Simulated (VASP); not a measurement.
Write the native input for VASP 6.6.1 that does the following.

```
Task                   : single point
Functional             : LDA
Potentials or basis    : VASP PAW LDA potentials, release 64 (Ti_sv, O)
Cutoff                 : 520 eV
k mesh                 : 10 × 10 × 10
Occupations            : fermi-dirac, width 0.05 eV
Spin                   : no spin polarisation
Dipole correction      : no
Further INCAR settings : ALGO = Normal; EDIFF = 1e-06; NBANDS = 19
```

The structure of TiO2 lies in POSCAR:

```
TiO2
1.0
    1.5170351874      0.8758606738      7.0734173569
   -1.5170351874      0.8758606738      7.0734173569
    0.0000000000     -1.7517213477      7.0734173569
Ti O
1 2
Direct
    0.0000000000      0.0000000000      0.0000000000
    0.3795330000      0.3795330000      0.3795330000
    0.6204670000      0.6204670000      0.6204670000
```

These files were run (other wordings do the same):

INCAR

```
SYSTEM = TiO2
PREC = Accurate
ENCUT = 520
EDIFF = 1E-6
ISMEAR = -1
SIGMA = 0.05
LREAL = .False.
LASPH = .True.
NELM = 80
ALGO = Normal
ISIF = 2
LWAVE = .False.
LCHARG = .False.
NBANDS = 19
```

KPOINTS

```
Automatic mesh
0
Gamma
  10 10 10
  0 0 0
```

Potentials or basis: VASP PAW LDA potentials, release 64 (Ti_sv, O).

Launch:

```sh
$ cat potpaw_LDA.64/Ti_sv/POTCAR potpaw_LDA.64/O/POTCAR > POTCAR
$ mpirun -np 1 vasp_std > vasp.out
```

Results of the run:

```
Pressure               : -11.0 GPa
Largest force          : 1.254 eV/Å
Band gap on the k mesh : 2.48 eV, indirect (least direct gap 2.67 eV)
```

Caveat: forces of over 1 eV/Å act on the atoms, so gaps and moduli don't describe the material at rest.

Wall time 6.3 min on 1 thread of AMD EPYC 9R45 96-Core Processor (Zen 5) (shared host), peak memory 0.35 GiB.
